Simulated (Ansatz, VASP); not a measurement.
# Ir in VASP and in Ansatz

```xyz
1
Lattice="0.0000 1.9197 1.9197 1.9197 0.0000 1.9197 1.9197 1.9197 0.0000" Properties=species:S:1:pos:R:3 pbc="T T T"
Ir    0.0000    0.0000    0.0000
```

Alike in both runs: task single point; functional PBEsol; k mesh 22 × 22 × 22; occupations gaussian, width 0.15 eV; no spin polarisation.

|  | VASP | Ansatz |
| --- | --- | --- |
| version | VASP 6.6.1 | Ansatz 0.2.0 |
| potentials or method | VASP PAW PBE potentials, release 64 (Ir), cutoff 520 eV | scalar-relativistic, plane waves, PAW |
| valence electrons in the cell | 9 | 17 |

|  | VASP | Ansatz | Ansatz less VASP |
| --- | --- | --- | --- |
| gap on the k mesh at the Fermi level (eV) | none | none | - |
| pressure (GPa) | -1.6 | -2.6 | -0.94 |

VASP's potentials were made for PBE, not for PBEsol. A gap of «none» marks a metal or a gap that the smearing closes. The functional is the same, so the differences come from potentials, cutoffs and numerics. VASP's potentials hold 9 valence electrons a cell and Ansatz's 17, so a difference there can come from the potentials and not from the codes.

Spin-orbit coupling is off throughout.
